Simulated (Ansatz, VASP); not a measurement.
## TiB6: VASP beside Ansatz

```
Ti B
1.0
     0.00000    3.16788    3.16788
     3.16788    0.00000    3.16788
     3.16788    3.16788    0.00000
Ti B
1 6
Direct
  0.50000 0.50000 0.50000
  0.60657 0.89343 0.89343
  0.89343 0.60657 0.60657
  0.89343 0.60657 0.89343
  0.60657 0.89343 0.60657
  0.89343 0.89343 0.60657
  0.60657 0.60657 0.89343
```

Alike in both runs: task single point; functional PBE; k mesh 6 × 6 × 6; occupations gaussian, width 0.1 eV; no spin polarisation.

|  | VASP | Ansatz |
| --- | --- | --- |
| version | VASP 6.6.1 | Ansatz 0.2.0 |
| potentials or method | VASP PAW PBE potentials, release 64 (Ti_sv, B), cutoff 520 eV | scalar-relativistic, plane waves, PAW |
| valence electrons in the cell | 30 | 30 |

```tsv
	VASP	Ansatz	Ansatz less VASP
gap on the k mesh at the Fermi level (eV)	none	none	-
rms of the force components (eV/Å)	19.224	18.823	-0.4013
```

Atom by atom the forces differ by 0.401 eV/Å (rms over components). A gap of «none» marks a metal or a gap that the smearing closes. The functional is the same, so the differences come from potentials, cutoffs and numerics.
